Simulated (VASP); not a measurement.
# MgO (gw) (I4/mmm) in VASP: single point with PBEsol

Aim: the single point of MgO (gw) with PBEsol.

All numbers are computed with VASP 6.6.1; they aren't measurements. Logs are shortened: lines on timing, memory, paths and dates and some standing lists are left out, and cuts for length are marked.

## 1. The cell of the first run

The structure is tetragonal, space group I4/mmm (No. 139). The conventional cell has a = 3.010 Å, b = 3.010 Å, c = 4.190 Å, α = 90.00°, β = 90.00°, γ = 90.00°. Mg (site symmetry 4/mmm) has 6 O at 2.09 to 2.13 Å within 2.8 Å. O (site symmetry 4/mmm) has 6 Mg at 2.09 to 2.13 Å within 2.8 Å.

## 2. Single point, PBEsol

Input file INCAR:

```
SYSTEM = MgO
PREC = Accurate ; ENCUT = 600
EDIFF = 1E-6 ; ISMEAR = 0
SIGMA = 0.01 ; LREAL = .FALSE.
LASPH = .TRUE. ; NELM = 120
ALGO = Normal ; ISIF = 2
LWAVE = .FALSE. ; LCHARG = .FALSE.
GGA = PS ; NBANDS = 11
GGA_COMPAT = .FALSE.
```

Input file KPOINTS:

```
regular mesh
0
G
  6 6 6
  0 0 0
```

Input file POSCAR:

```
MgO
1.0
    0.0000000000      2.1284518581      2.0948612435
    2.1284518581      0.0000000000      2.0948612435
    2.1284518581      2.1284518581      0.0000000000
Mg O
1 1
Direct
    0.0000000000      0.0000000000      0.0000000000
    0.5000000000      0.5000000000      0.5000000000
```

Potentials or basis: VASP PAW PBE potentials, release 64 (Mg, O).

Run with:

```sh
> cat potpaw_PBE.64/Mg/POTCAR potpaw_PBE.64/O/POTCAR > POTCAR
> mpirun -np 1 vasp_std > vasp.out
```

OUTCAR:

```text
SYSTEM = MgO
   PREC = Accurate
   ENCUT = 600
   EDIFF = 1E-6
   ISMEAR = 0
   LREAL = .FALSE.
   LASPH = .TRUE.
   NELM = 120
   ISIF = 2
   GGA = PS

 ion  position               nearest neighbor table
   1  0.000  0.000  0.000-   2 2.09   2 2.09   2 2.13   2 2.13   2 2.13   2 2.13
   2  0.500  0.500  0.500-   1 2.09   1 2.09   1 2.13   1 2.13   1 2.13   1 2.13

  LATTYP: Found a body centered tetragonal cell.
 ALAT       =     3.0100854846
 C/A-ratio  =     1.3918948510

  Lattice vectors:

 A1 = (   0.0000000000,  -2.1284518581,  -2.0948612435)
 A2 = (   0.0000000000,   2.1284518581,  -2.0948612435)
 A3 = (   2.1284518581,   0.0000000000,   2.0948612435)

Analysis of symmetry for initial positions (statically):
=====================================================================
 Subroutine PRICEL returns:
 Original cell was already a primitive cell.

 Routine SETGRP: Setting up the symmetry group for a
 body centered tetragonal supercell.

 Subroutine GETGRP returns: Found 16 space group operations
 (whereof 16 operations were pure point group operations)
 out of a pool of 16 trial point group operations.

The static configuration has the point symmetry D_4h.

Analysis of symmetry for dynamics (positions and initial velocities):
=====================================================================
 Subroutine PRICEL returns:
 Original cell was already a primitive cell.

 Routine SETGRP: Setting up the symmetry group for a
 body centered tetragonal supercell.

 Subroutine GETGRP returns: Found 16 space group operations
 (whereof 16 operations were pure point group operations)
 out of a pool of 16 trial point group operations.

The dynamic configuration has the point symmetry D_4h.

 Subroutine INISYM returns: Found 16 space group operations
 (whereof 16 operations are pure point group operations),
 and found     1 'primitive' translations

----------------------------------------------------------------------------------------

                                     Primitive cell

  volume of cell :      18.9807

  direct lattice vectors                    reciprocal lattice vectors
     0.000000000  2.128451858  2.094861244    -0.234912525  0.234912525  0.238679293
     2.128451858  0.000000000  2.094861244     0.234912525 -0.234912525  0.238679293
     2.128451858  2.128451858  0.000000000     0.234912525  0.234912525 -0.238679293

  length of vectors
     2.986427789  2.986427789  3.010085485     0.409066735  0.409066735  0.409066735

  position of ions in fractional coordinates (direct lattice)
     0.000000000  0.000000000  0.000000000
     0.500000000  0.500000000  0.500000000

  ion indices of the primitive-cell ions
   primitive index   ion index
                 1           1
                 2           2

----------------------------------------------------------------------------------------

 KPOINTS: regular mesh

Automatic generation of k-mesh.
 Grid dimensions read from file:
 generate k-points for:    6    6    6

 Generating k-lattice:

  Cartesian coordinates                     Fractional coordinates (reciprocal lattice)
    -0.039152087  0.039152087  0.039779882     0.166666667  0.000000000  0.000000000
     0.039152087 -0.039152087  0.039779882     0.000000000  0.166666667  0.000000000
     0.039152087  0.039152087 -0.039779882     0.000000000  0.000000000  0.166666667

  Length of vectors
     0.068177789  0.068177789  0.068177789

  Shift w.r.t. Gamma in fractional coordinates (k-lattice)
     0.000000000  0.000000000  0.000000000

 Subroutine IBZKPT returns following result:
 ===========================================

 Found     30 irreducible k-points:

 Following reciprocal coordinates:
            Coordinates               Weight
  0.000000  0.000000  0.000000      1.000000
  0.166667  0.000000  0.000000      8.000000
  0.333333  0.000000  0.000000      8.000000
  0.500000  0.000000  0.000000      4.000000
  0.166667  0.166667  0.000000      2.000000
  0.333333  0.166667  0.000000      8.000000
[... 16 lines left out ...]
  0.333333  0.000000  0.333333      4.000000
  0.500000  0.000000  0.333333     16.000000
 [... further k-points ...]
   k-points           NKPTS =     30   k-points in BZ     NKDIM =     30   number of bands    NBANDS=     11
   number of dos      NEDOS =    301   number of ions     NIONS =      2
   total plane-waves  NPLWV =  13824
   dimension x,y,z NGX =    24 NGY =   24 NGZ =   24
   dimension x,y,z NGXF=    48 NGYF=   48 NGZF=   48
   ions per type =               1   1
   NGX,Y,Z   is equivalent  to a cutoff of  13.36, 13.36, 13.26 a.u.
   NGXF,Y,Z  is equivalent  to a cutoff of  26.72, 26.72, 26.51 a.u.
 SYSTEM =  MgO
   PREC   = accura    normal or accurate (medium, high low for compatibility)
   ISTART =      0    job   : 0-new  1-cont  2-samecut
   ICHARG =      2    charge: 1-file 2-atom 10-const
   ISPIN  =      1    spin polarized calculation?
   LNONCOLLINEAR =      F non collinear calculations
   LSORBIT =      F    spin-orbit coupling
   LASPH  =      T    aspherical Exc in radial PAW
   ENCUT  =  600.0 eV  44.10 Ry    6.64 a.u.   5.96  5.96  6.01*2*pi/ulx,y,z
   NELM   =    120;   NELMIN=  2; NELMDL= -5     # of ELM steps
   EDIFF  = 0.1E-05   stopping-criterion for ELM
   LREAL  =      F    real-space projection
   EDIFFG = 0.1E-04   stopping-criterion for IOM
   NSW    =      0    number of steps for IOM
   IBRION =     -1    ionic relax: 0-MD 1-quasi-New 2-CG
   NFREE  =      0    steps in history (QN), initial steepest desc. (CG)
   ISIF   =      2    stress and relaxation
   ISYM   =      2    0-nonsym 1-usesym 2-fastsym
   POTIM  = 0.5000    time-step for ionic-motion
   TEBEG  =    0.0;   TEEND  =   0.0 temperature during run
   PSTRESS=    0.0 pullay stress
   NELECT =       8.0000    total number of electrons
   NUPDOWN=      -1.0000    fix difference up-down
   EMIN   =  10.00;   EMAX   =-10.00  energy-range for DOS
   EFERMI =   0.00;   METHOD = LEGACY
   ISMEAR =     0;   SIGMA  =   0.01  broadening in eV -4-tet -1-fermi 0-gaus
   EFERMI_NEDOS =   21; number of points for ismear=-14 and -15
   IALGO  =     38    algorithm
   IMIX   =      4    mixing-type and parameters
     AMIX     =   0.40;   BMIX     =  1.00
     AMIX_MAG =   1.60;   BMIX_MAG =  1.00
  volume/ion in A,a.u.               =       9.49        64.04
  Fermi-wavevector in a.u.,A,eV,Ry     =   1.227441  2.319527 20.498683  1.506611
  Thomas-Fermi vector in A             =   2.362404
   LORBIT       =      0    0 simple, 1 ext, 2 COOP (PROOUT), +10 PAW based schemes
   GGA     = PS    functional components
   LHFCALC =     F    Hartree Fock is set to
   AEXX    =    0.0000 exact exchange contribution
   IVDW    =     0    specifies the selected vdW correction
   LEPSILON=     F    determine dielectric tensor
   LRPA    =     F    only Hartree local field effects (RPA)
 non-spin polarized calculation
 Gauss-broadening in eV      SIGMA  =   0.01
  energy-cutoff  :      600.00
  volume of cell :       18.98
 maximum number of plane-waves:       642
   NGX = 11   NGY = 11   NGZ = 13

 number of electron       8.0000005 magnetization

 Free energy of the ion-electron system (eV)
  ---------------------------------------------------
  ext. energy  EPLUGINS =         0.00000000
  ---------------------------------------------------
  free energy    TOTEN  =       -12.51053826 eV

  energy without entropy =      -12.51053826  energy(sigma->0) =      -12.51053826

 E-fermi :   3.0343     XC(G=0): -11.2330

 val. band max:        2.9597399791   @ k =   0.0000   0.0000   0.0000
 cond. band min:       7.4297855179   @ k =   0.0000   0.0000   0.0000
 fundamental gap:      4.4700455389
 Fermi energy:         3.0342951988

 k-point     1 :       0.0000    0.0000    0.0000
  band No.  band energies     occupation
      1     -14.1762      2.00000
      2       2.9231      2.00000
      3       2.9597      2.00000
      4       2.9597      2.00000
      5       7.4298      0.00000
      6      18.4409      0.00000
      7      18.4409      0.00000
      8      18.6073      0.00000
      9      22.2973      0.00000
     10      23.9022      0.00000
     11      24.4232      0.00000

 k-point     2 :       0.1667    0.0000    0.0000
  band No.  band energies     occupation
      1     -13.8960      2.00000
      2       1.4269      2.00000
      3       2.7712      2.00000
      4       2.7794      2.00000
      5       8.8606      0.00000
      6      16.1575      0.00000
      7      18.9793      0.00000
      8      19.1300      0.00000
      9      22.6645      0.00000
     10      23.0344      0.00000
     11      24.8485      0.00000

 k-point     3 :       0.3333    0.0000    0.0000
  band No.  band energies     occupation
      1     -13.2652      2.00000
      2      -0.7223      2.00000
      3       2.4436      2.00000
      4       2.4631      2.00000
      5      10.3659      0.00000
      6      15.0005      0.00000
      7      19.0767      0.00000
      8      19.4016      0.00000
      9      23.4574      0.00000
     10      23.5715      0.00000
     11      24.0374      0.00000
[... 267 lines left out ...]
 k-point    23 :       0.3333    0.0000    0.3333
  band No.  band energies     occupation
      1     -13.0556      2.00000
      2      -0.4955      2.00000
      3       1.8690      2.00000
      4       1.9565      2.00000
      5      11.9806      0.00000
      6      12.8045      0.00000
      7      16.4528      0.00000
      8      20.7797      0.00000
      9      20.9941      0.00000
     10      27.4208      0.00000
     11      29.4076      0.00000

 k-point    24 :       0.5000    0.0000    0.3333
  band No.  band energies     occupation
      1     -12.7272      2.00000
      2      -0.8396      2.00000
      3       1.0581      2.00000
      4       1.7870      2.00000
      5      12.5347      0.00000
      6      13.5082      0.00000
      7      15.5535      0.00000
      8      20.9081      0.00000
      9      21.1749      0.00000
     10      28.5199      0.00000
     11      29.2058      0.00000

 [... further k-points ...]

------------------------ aborting loop because EDIFF is reached ----------------------------------------

  FORCE on cell =-STRESS in cart. coord.  units (eV):
  Direction    XX          YY          ZZ          XY          YZ          ZX
  --------------------------------------------------------------------------------------
  -------------------------------------------------------------------------------------
  Total       -0.4602117     -0.4602117     -0.0973052      0.0000000     -0.0000000      0.0000000
  in kB      -38.8468038    -38.8468038     -8.2136016      0.0000000     -0.0000000      0.0000000
  external PRESSURE =     -28.6357364 kB  Pullay stress =       0.0000000 kB

 VOLUME and BASIS-vectors are now :
 -----------------------------------------------------------------------------
  energy-cutoff  :      600.00
  volume of cell :       18.98
      direct lattice vectors                 reciprocal lattice vectors
     0.000000000  2.128451858  2.094861244    -0.234912525  0.234912525  0.238679293
     2.128451858  0.000000000  2.094861244     0.234912525 -0.234912525  0.238679293
     2.128451858  2.128451858  0.000000000     0.234912525  0.234912525 -0.238679293

 POSITION                                       TOTAL-FORCE (eV/Angst)
 -----------------------------------------------------------------------------------
      0.00000      0.00000      0.00000        -0.000000      0.000000      0.000000
      2.12845      2.12845      2.09486         0.000000     -0.000000     -0.000000
 -----------------------------------------------------------------------------------
    total drift:                               -0.000000     -0.000000      0.000000

  FREE ENERGIE OF THE ION-ELECTRON SYSTEM (eV)
  ---------------------------------------------------
  free  energy   TOTEN  =       -12.5105382635 eV

  energy  without entropy=      -12.5105382635  energy(sigma->0) =      -12.51053826
```

Wall time 6.1 s (1 thread of Intel Xeon 6975P-C, shared host); peak memory 0.14 GiB.

What came out:

```yaml
Free_energy: -12.5105 eV
Pressure: -2.9 GPa
Band_gap_on_the_k_mesh: 4.47 eV, direct
```

Levels at points of the mesh, in eV from the valence-band top:
```tsv
k point	band 1	band 2	band 3	band 4	band 5	band 6	band 7	band 8
(0.00, 0.00, 0.00)	-17.14	-0.04	0.00	0.00	4.47	15.48	15.48	15.65
(0.50, 0.00, 0.00)	-15.86	-4.62	-0.67	-0.64	7.63	12.31	15.83	16.19
(0.50, 0.50, 0.00)	-15.58	-4.05	-1.40	-1.40	8.79	9.69	12.93	18.47
(0.50, 0.00, 0.50)	-15.62	-4.11	-1.38	-1.28	8.95	9.70	12.72	18.50
```

Caveat: the k points lie up to 0.43 Å⁻¹ apart; the PAW data sets were made with another functional, which shifts forces and pressure a little. PBEsol gaps usually lie below the measured ones, often by a third to a half.
